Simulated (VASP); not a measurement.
The system is SnO2.

```
Sn O
1.0
     0.00000    2.52160    2.52160
     2.52160    0.00000    2.52160
     2.52160    2.52160    0.00000
Sn O
1 2
Direct
  0.00000 0.00000 0.00000
  0.75000 0.75000 0.75000
  0.25000 0.25000 0.25000
```

This cell differs from its parent crystal: volume scaled by 0.94.

Base run:

| Item | Value |
| --- | --- |
| Program | VASP 6.6.1 |
| Functional | PBE |
| Potentials or basis | VASP PAW PBE potentials, release 64 (Sn_d, O) |
| Cutoff | 520 eV |
| k mesh | 9 × 9 × 9 |
| Occupations | fermi-dirac, width 0.05 eV |
| Spin | no spin polarisation |

Its results: band gap on the k mesh 0.51 eV, indirect (least direct gap 1.85 eV); pressure 13.4 GPa.

Question: The run is repeated on the same cell with these changes: functional from PBE to PBEsol; further incar settings from ALGO = Normal; EDIFF = 1e-07; NBANDS = 20 to ALGO = Normal; EDIFF = 1e-06; NBANDS = 20. What comes out?

Answer: Band gap on the k mesh 0.43 eV, indirect (least direct gap 1.79 eV); pressure 6.0 GPa.

Caveats: spin-orbit coupling is left out, which moves the levels of the heavy elements; the PAW data sets were made with another functional, which shifts forces and pressure a little (some runs).

A k mesh can miss the band edges.
